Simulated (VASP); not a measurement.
A run of VASP 6.6.1 is set up as follows.

File INCAR:

```
SYSTEM = Ti4C
PREC = Accurate
ENCUT = 520
EDIFF = 1E-7
ISMEAR = 0
SIGMA = 0.1
LREAL = .False.
LASPH = .True.
NELM = 80
ALGO = Normal
ISIF = 2
LWAVE = .False.
LCHARG = .False.
LDIPOL = .True.
IDIPOL = 3
DIPOL = 0.5 0.5 0.349
GGA = PS
IBRION = 2
NSW = 36
EDIFFG = -0.025
```

The input KPOINTS:

```
Automatic mesh
0
Gamma
  9 7 1
  0 0 0
```

Contents of POSCAR:

```
Ti4C
1.0
    2.8676282151      0.0000000000      0.0000000000
    0.0000000000      4.0554387137      0.0000000000
    0.0000000000      0.0000000000     19.6054200203
Ti C
4 1
Selective dynamics
Direct
    0.5000000000      0.5000000000      0.2040252132  F F F
    0.0000000000      0.0000000000      0.2771587704  F F F
    0.5000000000      0.5000000000      0.3434213386  F F F
    0.0000000000      0.0000000000      0.4134275120  F F F
    0.1666666667      0.0000000000      0.5071711406  F F T
```

Potentials or basis: VASP PAW PBE potentials, release 64 (Ti_sv, C).

Run with:

```sh
$ cat potpaw_PBE.64/Ti_sv/POTCAR potpaw_PBE.64/C/POTCAR > POTCAR
$ mpirun -np 1 vasp_std > vasp.out
```

Estimate the energy gained by relaxing.

6.5 meV/atom.

Predict the band gap on the k mesh.

zero (bands 26 and 27 overlap by 0.63 eV).

Final structure:
```
Ti C
1.0
     2.86763    0.00000    0.00000
     0.00000    4.05544    0.00000
     0.00000    0.00000   19.60542
Ti C
4 1
Direct
  0.50000 0.50000 0.20403
  0.00000 0.00000 0.27716
  0.50000 0.50000 0.34342
  0.00000 0.00000 0.41343
  0.16667 0.00000 0.50344
```
